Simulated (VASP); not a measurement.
B2AsH2:

```
B H As
1.0
     3.78964    0.00000    0.00000
    -1.89482    3.28193    0.00000
     0.00000    0.00000    7.40288
B H As
2 2 1
Cartesian
  0.0000 2.1880 3.7014
  1.8948 1.0940 3.7014
  0.0000 0.0000 0.3754
  0.0000 0.0000 7.0275
  0.0000 0.0000 3.7014
```

The cell was built from a structure type or drawn by symmetry, and may not be a known phase.

```yaml
Program: VASP 6.6.1
Task: relaxation of cell and atoms
Functional: PBE
Potentials_or_basis: VASP PAW PBE potentials, release 64 (B, H, As)
Cutoff: 600 eV
k_mesh: 12 × 12 × 6
Occupations: gaussian, width 0.1 eV
Spin: no spin polarisation
```

At the start: pressure -1.5 GPa; volume 18.41 Å³/atom.

Problem. How do energy, volume and symmetry change on relaxing?

Solution. Over 32 steps the energy falls by 4.3 meV/atom and the volume is 18.87 Å³/atom (+2.5 %); space group P6/mmm (No. 191, to 0.1 Å) before and after.

Step by step:
```csv
step,energy change (eV),largest force (eV/Å),pressure (GPa),volume (Å³)
1,0.0000,0.0090,-1.49,92.07
2,-0.0189,0.0051,-0.07,89.80
3,-0.0191,0.0051,0.02,89.61
4,-0.0190,0.0048,0.13,89.24
5,-0.0191,0.0049,0.06,89.48
6,-0.0191,0.0052,0.05,89.53
7,-0.0192,0.0098,0.05,89.61
8,-0.0194,0.0254,0.04,89.84
9,-0.0198,0.0551,0.02,90.32
10,-0.0203,0.1113,-0.02,91.27
11,-0.0206,0.2138,-0.09,93.17
12,-0.0206,0.2127,-0.09,93.18
13,-0.0206,0.2087,-0.08,93.23
14,-0.0207,0.2010,-0.08,93.31
15,-0.0208,0.1856,-0.08,93.47
16,-0.0210,0.1541,-0.06,93.80
17,-0.0212,0.0886,-0.04,94.45
18,-0.0212,0.0525,0.00,95.76
19,-0.0213,0.0192,-0.02,95.08
20,-0.0213,0.0293,-0.02,94.98
21,-0.0213,0.0418,-0.03,94.86
22,-0.0213,0.0381,-0.02,94.90
23,-0.0213,0.0328,-0.02,94.95
24,-0.0213,0.0287,-0.03,94.90
25,-0.0213,0.0150,-0.02,94.74
26,-0.0214,0.0124,0.00,94.43
27,-0.0214,0.0193,0.00,94.35
28,-0.0213,0.0340,0.01,94.19
29,-0.0213,0.0260,0.01,94.28
30,-0.0213,0.0226,0.01,94.32
31,-0.0214,0.0208,0.01,94.34
32,-0.0214,0.0030,0.00,94.34
```

Final structure:
```cif
data_structure
_symmetry_space_group_name_H-M 'P 1'
_symmetry_Int_Tables_number 1
_cell_length_a 3.7355
_cell_length_b 3.7355
_cell_length_c 7.8068
_cell_angle_alpha 90.000
_cell_angle_beta 90.000
_cell_angle_gamma 120.000
_cell_volume 94.34
loop_
_atom_site_label
_atom_site_type_symbol
_atom_site_fract_x
_atom_site_fract_y
_atom_site_fract_z
_atom_site_occupancy
B1 B 0.33333 0.66667 0.50000 1
B2 B 0.66667 0.33333 0.50000 1
H1 H 0.00000 0.00000 0.04805 1
H2 H 0.00000 0.00000 0.95195 1
As1 As 0.00000 0.00000 0.50000 1
```

Caveat: this functional lacks dispersion, which binds the layers, so the pressure and a relaxed spacing across them are unreliable.
